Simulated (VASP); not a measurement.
Input of a VASP 6.6.1 run:

Contents of POSCAR:

```
NbBr3
1.0
    5.1966798028      0.0000000000      0.0000000000
    0.0000000000      5.2373579770      5.2373579768
    0.0000000000      0.0000000001     10.4747159538
Nb Br
2 6
Direct
    0.0000000000      0.0000000000      0.0000000000
    0.0000000000      0.0000000000      0.5000000000
    0.5000000000      0.0000000000      0.0000000000
    0.0000000000      0.0000000000      0.2499999511
    0.0000000000      0.4999999022      0.7500000489
    0.5000000000      0.0000000000      0.5000000000
    0.0000000000      0.0000000000      0.7500000489
    0.0000000000      0.5000000978      0.2499999511
```

INCAR.step1

```
SYSTEM = NbBr3
PREC     = Accurate       ! precision mode
ENCUT    = 550            ! plane-wave cutoff, eV
ISMEAR   = 0              ! smearing method
SIGMA    = 0.05           ! smearing width, eV
LREAL    = .FALSE.        ! projectors in reciprocal space
LASPH    = .TRUE.         ! aspherical terms in the spheres
NELM     = 200            ! most SCF steps
ISPIN    = 2              ! spin polarisation
MAGMOM   = 2 -2 0 0 0 0 0 0 ! initial moments
LMAXMIX  = 4              ! l up to which the mixer works
NBANDS   = 48             ! bands
GGA      = PE             ! functional
ALGO     = Normal         ! electronic algorithm
EDIFF    = 1E-5           ! SCF threshold, eV
LWAVE    = .TRUE.         ! write WAVECAR
LCHARG   = .FALSE.        ! write CHGCAR
GGA_COMPAT= .FALSE.      
KPAR     = 4
```

INCAR.step2

```
SYSTEM = NbBr3
PREC     = Accurate       ! precision mode
ENCUT    = 550            ! plane-wave cutoff, eV
EDIFF    = 1E-6           ! SCF threshold, eV
ISMEAR   = 0              ! smearing method
SIGMA    = 0.05           ! smearing width, eV
LREAL    = .FALSE.        ! projectors in reciprocal space
LASPH    = .TRUE.         ! aspherical terms in the spheres
NELM     = 200            ! most SCF steps
ALGO     = Normal         ! electronic algorithm
ISIF     = 2              ! what is computed and relaxed
LWAVE    = .FALSE.        ! write WAVECAR
LCHARG   = .FALSE.        ! write CHGCAR
ISPIN    = 2              ! spin polarisation
MAGMOM   = 2 -2 0 0 0 0 0 0 ! initial moments
LORBIT   = 11             ! projections on sites
LMAXMIX  = 4              ! l up to which the mixer works
METAGGA  = R2SCAN         ! meta-GGA
LMIXTAU  = .TRUE.       
NBANDS   = 48             ! bands
ISTART   = 1            
GGA_COMPAT= .FALSE.      
KPAR     = 4
```

Contents of KPOINTS:

```
Automatic mesh
0
G
  6 6 3
  0 0 0
```

Potentials or basis: VASP PAW PBE potentials, release 64 (Nb_sv, Br).

The run is started by

```sh
$ cat potpaw_PBE.64/Nb_sv/POTCAR potpaw_PBE.64/Br/POTCAR > POTCAR
$ cp INCAR.step1 INCAR
$ mpirun -np 4 vasp_std > vasp.out
$ cp INCAR.step2 INCAR
$ mpirun -np 4 vasp_std > vasp.out
```

**Question.** Predict the band gap on the k mesh.

**Answer.** Zero (filled and empty bands overlap).

**Question.** What does it give for the net moment?

**Answer.** 0.00 μB per cell.

Stress tensor (GPa, compression positive):
```
-0.77  0.00  0.00
 0.00  0.42  0.00
 0.00  0.00  0.42
```

Caveat: the PAW data sets were made with another functional, which shifts forces and pressure a little.
